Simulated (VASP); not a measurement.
Set up this calculation in VASP 6.6.1, as the native input.

```yaml
Task: G0W0 quasiparticle levels
Functional: PBE
Potentials_or_basis: VASP PAW PBE potentials, release 64 (Pb_d_GW, F_GW)
Cutoff: 500 eV
k_mesh: 4 × 4 × 4
Occupations: gaussian, width 0.01 eV
Spin: no spin polarisation
Dipole_correction: no
GW_scheme: G0W0
GW_iterations: 1
Cutoff_of_the_response_function: 60
Frequency_points: 96
Empty_bands: 30
Further_INCAR_settings: ALGO = EVGW0; EDIFF = 1e-08; NBANDS = 45
```

PbF2:

```xyz
3
Lattice="0.0000 2.9604 2.9604 2.9604 0.0000 2.9604 2.9604 2.9604 0.0000" Properties=species:S:1:pos:R:3 pbc="T T T"
Pb    0.0000    0.0000    0.0000
F     1.4802    1.4802    1.4802
F     4.4407    4.4407    4.4407
```

The input as run:

POSCAR

```
PbF2
1.0
    0.0000000000      2.9604390429      2.9604390429
    2.9604390429      0.0000000000      2.9604390429
    2.9604390429      2.9604390429      0.0000000000
Pb F
1 2
Direct
    0.0000000000      0.0000000000      0.0000000000
    0.2500000000      0.2500000000      0.2500000000
    0.7500000000      0.7500000000      0.7500000000
```

INCAR.step1

```
SYSTEM = PbF2
PREC = Accurate
ENCUT = 500
EDIFF = 1E-8
ISMEAR = 0
SIGMA = 0.01
LREAL = .FALSE.
LASPH = .TRUE.
NELM = 80
ALGO = Normal
LWAVE = .TRUE.
LCHARG = .FALSE.
GGA = PE
```

INCAR.step2

```
SYSTEM = PbF2
PREC = Accurate
ENCUT = 500
EDIFF = 1E-8
ISMEAR = 0
SIGMA = 0.01
LREAL = .FALSE.
LASPH = .TRUE.
NELM = 1
ALGO = Exact
LWAVE = .TRUE.
LCHARG = .FALSE.
GGA = PE
NBANDS = 45
LOPTICS = .TRUE.
ISTART = 1
```

INCAR.step3

```
SYSTEM = PbF2
PREC = Accurate
ENCUT = 500
EDIFF = 1E-8
ISMEAR = 0
SIGMA = 0.01
LREAL = .FALSE.
LASPH = .TRUE.
ALGO = EVGW0
LWAVE = .FALSE.
LCHARG = .FALSE.
GGA = PE
NELMGW = 1
NBANDS = 45
ENCUTGW = 60
NOMEGA = 96
PRECFOCK = Fast
ISTART = 1
NBANDSGW = 23
OMEGAMAX = 30
```

KPOINTS

```
Automatic mesh
0
G
  4 4 4
  0 0 0
```

Potentials or basis: VASP PAW PBE potentials, release 64 (Pb_d_GW, F_GW).

Run with:

```bash
$ cat potpaw_PBE.64/Pb_d_GW/POTCAR potpaw_PBE.64/F_GW/POTCAR > POTCAR
$ cp INCAR.step1 INCAR
$ mpirun -np 1 vasp_std > vasp.out
$ cp INCAR.step2 INCAR
$ mpirun -np 1 vasp_std > vasp.out
$ cp INCAR.step3 INCAR
$ mpirun -np 1 vasp_std > vasp.out
```

Results of the run:

```
Quasiparticle gap                                   : 6.44 eV
Least direct quasiparticle gap                      : 6.67 eV
Band gap of the starting levels on the mesh         : 4.42 eV
Least direct gap of the starting levels on the mesh : 4.57 eV
```

Caveat: the k points lie up to 0.46 Å⁻¹ apart; bands, screening cutoff and mesh are small and nothing is extrapolated, so the quasiparticle values aren't converged; the structure was generated, so it needn't be the stable form of PbF2; spin-orbit coupling is left out, which moves the levels of the heavy elements.

Run time: 3.8 min on 1 thread of Intel(R) Xeon(R) Platinum 8259CL CPU @ 2.50GHz (Skylake/Cascade Lake), on a shared host, peak memory 0.57 GiB.
